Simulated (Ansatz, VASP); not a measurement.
**Two plane-wave programs on FeNi3**

The input INCAR:

```
SYSTEM = FeNi3
ALGO = Normal
EDIFF = 1E-7
ENCUT = 520
GGA = PE
ISIF = 2
ISMEAR = 0
ISPIN = 2
LASPH = .True.
LCHARG = .False.
LMAXMIX = 4
LORBIT = 11
LREAL = .False.
LWAVE = .False.
MAGMOM = 3.2 0.75 0.75 0.75
NBANDS = 31
NELM = 150
PREC = Accurate
SIGMA = 0.1
```

KPOINTS

```
k-points
0
Gamma
  12 12 12
  0 0 0
```

File POSCAR:

```
FeNi3
1.0
    3.5787779919      0.0000000000      0.0000000000
    0.0000000000      3.5787779919      0.0000000000
    0.0000000000      0.0000000000      3.5787779919
Fe Ni
1 3
Direct
    0.0000000000      0.0000000000      0.0000000000
    0.0000000000      0.5000000000      0.5000000000
    0.5000000000      0.0000000000      0.5000000000
    0.5000000000      0.5000000000      0.0000000000
```

Input for Ansatz:

```yaml
crystal:
  lattice:
    - [3.5787779919, 0.0, 0.0]
    - [0.0, 3.5787779919, 0.0]
    - [0.0, 0.0, 3.5787779919]
  atoms:
    - { symbol: Fe, position: [0.0, 0.0, 0.0], spin: 3.2 }
    - { symbol: Ni, position: [0.0, 0.5, 0.5], spin: 0.75 }
    - { symbol: Ni, position: [0.5, 0.0, 0.5], spin: 0.75 }
    - { symbol: Ni, position: [0.5, 0.5, 0.0], spin: 0.75 }
basis:
  ecutwfc: 420
kpoints:
  mp_grid: { grid: [12, 12, 12] }
hamiltonian:
  xc: pbe
scf:
  occupations: { method: gaussian, width: 0.1 }
output:
  forces: true
  stress: true
  eigenvalues: true
  populations: true
magnetization:
  spin_polarized: true
```

Alike in both runs: task single point; functional PBE; k mesh 12 × 12 × 12; occupations gaussian, width 0.1 eV; collinear spin.

```csv
,VASP,Ansatz
version,VASP 6.6.1,Ansatz 0.2.0
potentials or method,"VASP PAW PBE potentials, release 64 (Fe, Ni), cutoff 520 eV","scalar-relativistic, plane waves, PAW"
valence electrons in the cell,38,70
```

Ansatz gave:

* gap on the k mesh at the Fermi level (eV): none
* pressure (GPa): -5.4
* net moment per atom (μB): 1.21
* size of the moment on the site where the two differ most (μB): 0.69

Task: Which values does VASP return?

Result: gap on the k mesh at the Fermi level (eV): none; pressure (GPa): -5.4; net moment per atom (μB): 1.20; size of the moment on the site where the two differ most (μB): 0.64.

Site moments also hang on the region over which each program counts them. A gap of «none» marks a metal or a gap that the smearing closes. The functional is the same, so the differences come from potentials, cutoffs and numerics. VASP's potentials hold 38 valence electrons a cell and Ansatz's 70, so a difference there can come from the potentials and not from the codes.
